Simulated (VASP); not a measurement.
# Al (P2_1) in VASP: further runs

Al is run at these levels: PBE+D3(BJ); tasks: single point.

Program: VASP 6.6.1. These are calculated values, not measurements. Logs are shortened: lines on timing, memory, paths and dates and some standing lists are left out, and cuts for length are marked.

**1. The cell of the first run**

Symmetry: P2_1, No. 4, monoclinic system. Conventional cell: a = 2.814 Å, b = 9.241 Å, c = 2.814 Å, α = 90.00°, β = 120.00°, γ = 90.00°. Al (site symmetry 1) has 12 Al at 2.59 to 3.14 Å within 3.4 Å. Within 3.4 Å of Al (site symmetry 1) lie 12 Al at 2.59 to 3.14 Å.

**2. Single point, PBE+D3(BJ) (atoms displaced along a vibrational mode)**

INCAR reads:

```
SYSTEM = Al
ALGO = Fast
EDIFF = 1E-6
ENCUT = 520
GGA = PE
ISIF = 2
ISMEAR = 0
IVDW = 12
LASPH = .True.
LCHARG = .True.
LELF = .True.
LREAL = .False.
LVHAR = .True.
LWAVE = .False.
NBANDS = 14
NELM = 100
PREC = Accurate
SIGMA = 0.15
```

KPOINTS reads:

```
k-points
0
Gamma
  18 18 4
  0 0 0
```

POSCAR reads:

```
Al
1.0
    2.8144222649      0.0000000000      0.0000000000
   -1.4072111325      2.4373611784      0.0000000000
    0.0000000000      0.0000000000      9.2410470711
Al
4
Direct
   -0.2012170844     -0.1867593544      0.0000000000
    0.3333333333      0.6666666667      0.2500000000
    0.2012170844      0.1867593544      0.5000000000
    0.6666666667      0.3333333333      0.7500000000
```

Potentials or basis: VASP PAW PBE potentials, release 64 (Al).

Launch:

```console
cat potpaw_PBE.64/Al/POTCAR > POTCAR
mpirun -np 1 vasp_std > vasp.out
```

OUTCAR:

```text
SYSTEM = Al
   EDIFF = 1E-6
   ENCUT = 520
   GGA = PE
   ISIF = 2
   ISMEAR = 0
   IVDW = 12
   LASPH = .True.
   LREAL = .False.
   NELM = 100
   PREC = Accurate
 IVDW          = 12

 ion  position               nearest neighbor table
   1  0.799  0.813  0.000-   2 2.59   4 2.61   4 2.86   2 2.90   2 3.12   4 3.14
   2  0.333  0.667  0.250-   1 2.59   3 2.61   3 2.86   1 2.90   1 3.12   3 3.14
   3  0.201  0.187  0.500-   4 2.59   2 2.61   2 2.86   4 2.90   4 3.12   2 3.14
   4  0.667  0.333  0.750-   3 2.59   1 2.61   1 2.86   3 2.90   3 3.12   1 3.14

  LATTYP: Found a hexagonal cell.
 ALAT       =     2.8144222649
 C/A-ratio  =     3.2834614714

  Lattice vectors:

 A1 = (   2.8144222649,   0.0000000000,   0.0000000000)
 A2 = (  -1.4072111325,   2.4373611784,   0.0000000000)
 A3 = (   0.0000000000,   0.0000000000,   9.2410470711)

Analysis of symmetry for initial positions (statically):
=====================================================================
 Subroutine PRICEL returns:
 Original cell was already a primitive cell.

 Routine SETGRP: Setting up the symmetry group for a
 hexagonal supercell.

 Subroutine GETGRP returns: Found  2 space group operations
 (whereof  1 operations were pure point group operations)
 out of a pool of 24 trial point group operations.

The static configuration has the point symmetry C_1 .
 The point group associated with its full space group is C_2 .

Analysis of symmetry for dynamics (positions and initial velocities):
=====================================================================
 Subroutine PRICEL returns:
 Original cell was already a primitive cell.

 Routine SETGRP: Setting up the symmetry group for a
 hexagonal supercell.

 Subroutine GETGRP returns: Found  2 space group operations
 (whereof  1 operations were pure point group operations)
 out of a pool of 24 trial point group operations.

The dynamic configuration has the point symmetry C_1 .
 The point group associated with its full space group is C_2 .

 Subroutine INISYM returns: Found  2 space group operations
 (whereof  1 operations are pure point group operations),
 and found     1 'primitive' translations

----------------------------------------------------------------------------------------

                                     Primitive cell

  volume of cell :      63.3914

  direct lattice vectors                    reciprocal lattice vectors
     2.814422265  0.000000000  0.000000000     0.355312709  0.205139888  0.000000000
    -1.407211133  2.437361178  0.000000000     0.000000000  0.410279777  0.000000000
     0.000000000  0.000000000  9.241047071     0.000000000  0.000000000  0.108212846

  length of vectors
     2.814422265  2.814422265  9.241047071     0.410279777  0.410279777  0.108212846

  position of ions in fractional coordinates (direct lattice)
     0.798782916  0.813240646  0.000000000
     0.333333333  0.666666667  0.250000000
     0.201217084  0.186759354  0.500000000
     0.666666667  0.333333333  0.750000000

  ion indices of the primitive-cell ions
   primitive index   ion index
                 1           1
                 2           2
                 3           3
                 4           4

----------------------------------------------------------------------------------------

 KPOINTS: k-points

Automatic generation of k-mesh.
 Grid dimensions read from file:
 generate k-points for:   18   18    4

 Generating k-lattice:

  Cartesian coordinates                     Fractional coordinates (reciprocal lattice)
     0.019739595  0.011396660  0.000000000     0.055555556  0.000000000  0.000000000
     0.000000000  0.022793321  0.000000000     0.000000000  0.055555556  0.000000000
     0.000000000  0.000000000  0.027053211     0.000000000  0.000000000  0.250000000

  Length of vectors
     0.022793321  0.022793321  0.027053211

  Shift w.r.t. Gamma in fractional coordinates (k-lattice)
     0.000000000  0.000000000  0.000000000

 Subroutine IBZKPT returns following result:
 ===========================================

 Found    492 irreducible k-points:

 Following reciprocal coordinates:
            Coordinates               Weight
  0.000000  0.000000  0.000000      1.000000
  0.055556  0.000000  0.000000      2.000000
  0.000000  0.055556  0.000000      2.000000
 -0.055556  0.055556  0.000000      2.000000
  0.111111  0.000000  0.000000      2.000000
  0.000000  0.111111  0.000000      2.000000
[... 16 lines left out ...]
  0.444444  0.000000  0.000000      2.000000
  0.000000  0.444444  0.000000      2.000000
 [... further k-points ...]
   k-points           NKPTS =    492   k-points in BZ     NKDIM =    492   number of bands    NBANDS=     14
   number of dos      NEDOS =    301   number of ions     NIONS =      4
   total plane-waves  NPLWV =  40320
   dimension x,y,z NGX =    24 NGY =   24 NGZ =   70
   dimension x,y,z NGXF=    48 NGYF=   48 NGZF=  140
   ions per type =               4
   NGX,Y,Z   is equivalent  to a cutoff of  14.18, 14.18, 12.59 a.u.
   NGXF,Y,Z  is equivalent  to a cutoff of  28.35, 28.35, 25.19 a.u.
 SYSTEM =  Al
   PREC   = accura    normal or accurate (medium, high low for compatibility)
   ISTART =      0    job   : 0-new  1-cont  2-samecut
   ICHARG =      2    charge: 1-file 2-atom 10-const
   ISPIN  =      1    spin polarized calculation?
   LNONCOLLINEAR =      F non collinear calculations
   LSORBIT =      F    spin-orbit coupling
   LASPH  =      T    aspherical Exc in radial PAW
   ENCUT  =  520.0 eV  38.22 Ry    6.18 a.u.   5.23  5.23 17.18*2*pi/ulx,y,z
   NELM   =    100;   NELMIN=  2; NELMDL= -5     # of ELM steps
   EDIFF  = 0.1E-05   stopping-criterion for ELM
   LREAL  =      F    real-space projection
   EDIFFG = 0.1E-04   stopping-criterion for IOM
   NSW    =      0    number of steps for IOM
   IBRION =     -1    ionic relax: 0-MD 1-quasi-New 2-CG
   NFREE  =      0    steps in history (QN), initial steepest desc. (CG)
   ISIF   =      2    stress and relaxation
   ISYM   =      2    0-nonsym 1-usesym 2-fastsym
   POTIM  = 0.5000    time-step for ionic-motion
   TEBEG  =    0.0;   TEEND  =   0.0 temperature during run
   PSTRESS=    0.0 pullay stress
   NELECT =      12.0000    total number of electrons
   NUPDOWN=      -1.0000    fix difference up-down
   EMIN   =  10.00;   EMAX   =-10.00  energy-range for DOS
   EFERMI =   0.00;   METHOD = LEGACY
   ISMEAR =     0;   SIGMA  =   0.15  broadening in eV -4-tet -1-fermi 0-gaus
   EFERMI_NEDOS =   21; number of points for ismear=-14 and -15
   IALGO  =     68    algorithm
   IMIX   =      4    mixing-type and parameters
     AMIX     =   0.40;   BMIX     =  1.00
     AMIX_MAG =   1.60;   BMIX_MAG =  1.00
  volume/ion in A,a.u.               =      15.85       106.95
  Fermi-wavevector in a.u.,A,eV,Ry     =   0.939994  1.776331 12.021957  0.883589
  Thomas-Fermi vector in A             =   2.067362
   LORBIT       =      0    0 simple, 1 ext, 2 COOP (PROOUT), +10 PAW based schemes
   GGA     = PE    functional components
   LHFCALC =     F    Hartree Fock is set to
   AEXX    =    0.0000 exact exchange contribution
   IVDW    =    12    specifies the selected vdW correction
   LEPSILON=     F    determine dielectric tensor
   LRPA    =     F    only Hartree local field effects (RPA)
 non-spin polarized calculation
 RMM-DIIS sequential band-by-band and
 Gauss-broadening in eV      SIGMA  =   0.15
  energy-cutoff  :      520.00
  volume of cell :       63.39
 maximum number of plane-waves:      1724
 NGX is ok and might be reduce to    24
   NGX = 11   NGY = 11   NGZ = 35

 number of electron      12.0000000 magnetization

 Free energy of the ion-electron system (eV)
  ---------------------------------------------------
  ext. energy  EPLUGINS =         0.00000000
  ---------------------------------------------------
  free energy    TOTEN  =       -14.65566431 eV

  energy without entropy =      -14.63959989  energy(sigma->0) =      -14.64763210

 E-fermi :   8.3852     XC(G=0): -10.3364

 val. band max:        8.3725193957   @ k =  -0.3333   0.5000  -0.2500
 cond. band min:       8.3982473988   @ k =   0.5000   0.3889   0.0000
 fundamental gap:      0.0257280032
 Fermi energy:         8.3851878143

 k-point     1 :       0.0000    0.0000    0.0000
  band No.  band energies     occupation
      1      -2.9945      2.00000
      2      -1.2746      2.00000
      3      -1.2717      2.00000
      4       3.6113      2.00000
      5       3.9270      2.00000
      6      11.7649      0.00000
      7      11.7790      0.00000
      8      19.3912      0.00000
      9      19.6182      0.00000
     10      19.9566      0.00000
     11      20.0011      0.00000
     12      20.2421      0.00000
     13      20.6168      0.00000
     14      20.8618      0.00000

 k-point     2 :       0.0556    0.0000    0.0000
  band No.  band energies     occupation
      1      -2.9177      2.00000
      2      -1.1987      2.00000
      3      -1.1958      2.00000
      4       3.6819      2.00000
      5       4.0020      2.00000
      6      11.8287      0.00000
      7      11.8307      0.00000
      8      17.9637      0.00000
      9      18.5221      0.00000
     10      19.0924      0.00000
     11      19.2462      0.00000
     12      19.5089      0.00000
     13      19.8997      0.00000
     14      20.1697      0.00000
[... 343 lines left out ...]
      1       1.8379      2.00000
      2       3.4831      2.00000
      3       3.4867      2.00000
      4       4.4784      2.00000
      5       6.0505      2.00000
      6       6.0658      2.00000
      7       8.2924      1.61812
      8       8.8382      0.00002
      9      10.7807      0.00000
     10      11.2243      0.00000
     11      14.3549      0.00000
     12      14.6720      0.00000
     13      15.7334      0.00000
     14      15.8943      0.00000

 k-point    24 :       0.0000    0.4444    0.0000
  band No.  band energies     occupation
      1       1.8377      2.00000
      2       3.4820      2.00000
      3       3.4855      2.00000
      4       4.4763      2.00000
      5       6.0574      2.00000
      6       6.0728      2.00000
      7       8.2912      1.62464
      8       8.8414      0.00002
      9      10.7687      0.00000
     10      11.2246      0.00000
     11      14.3601      0.00000
     12      14.6552      0.00000
     13      15.7626      0.00000
     14      15.9325      0.00000

 [... further k-points ...]

------------------------ aborting loop because EDIFF is reached ----------------------------------------

 Edisp (eV)   -1.40334

 E8    (eV) :    -0.6280

  FORCE on cell =-STRESS in cart. coord.  units (eV):
  Direction    XX          YY          ZZ          XY          YZ          ZX
  --------------------------------------------------------------------------------------
  -------------------------------------------------------------------------------------
  Total       0.22652     0.12747     2.58774    -0.08032     0.00000     0.00000
  in kB       5.72505     3.22164    65.40348    -2.03005     0.00000     0.00000
  external pressure =       24.78 kB  Pullay stress =        0.00 kB

 VOLUME and BASIS-vectors are now :
 -----------------------------------------------------------------------------
  energy-cutoff  :      520.00
  volume of cell :       63.39
      direct lattice vectors                 reciprocal lattice vectors
     2.814422265  0.000000000  0.000000000     0.355312709  0.205139888  0.000000000
    -1.407211133  2.437361178  0.000000000     0.000000000  0.410279777  0.000000000
     0.000000000  0.000000000  9.241047071     0.000000000  0.000000000  0.108212846

 POSITION                                       TOTAL-FORCE (eV/Angst)
 -----------------------------------------------------------------------------------
      1.10371      1.98216      0.00000         0.264354      0.397524     -0.052458
     -0.00000      1.62491      2.31026        -0.349820      0.151236      0.052458
      0.30350      0.45520      4.62052        -0.264354     -0.397524     -0.052458
      1.40721      0.81245      6.93079         0.349820     -0.151236      0.052458
 -----------------------------------------------------------------------------------
    total drift:                                0.000000      0.000000     -0.000000

  FREE ENERGIE OF THE ION-ELECTRON SYSTEM (eV)
  ---------------------------------------------------
  free  energy   TOTEN  =       -16.0590026589 eV

  energy  without entropy=      -16.0429382371  energy(sigma->0) =      -16.05097045
```

It took 7.5 min on 1 thread of Intel Xeon 8259CL, shared host; peak memory 0.44 GiB.

Results:

```yaml
Free_energy: -16.0590 eV
Pressure: 2.5 GPa
Largest_force: 0.480 eV/Å
Band_gap_on_the_k_mesh: zero (bands 6 and 7 overlap by 5.51 eV)
Dispersion_energy_per_atom: -0.351 eV
```

Forces in eV/Å, atoms in the order of the input:
```
Al   0.264  0.398 -0.052
Al  -0.350  0.151  0.052
Al  -0.264 -0.398 -0.052
Al   0.350 -0.151  0.052
```

Stress tensor (GPa, compression positive):
```
 0.57 -0.20  0.00
-0.20  0.32  0.00
 0.00  0.00  6.54
```

Caveat: the cell differs from its parent crystal (atoms displaced along a vibrational mode).

[end of part 1 of 2]
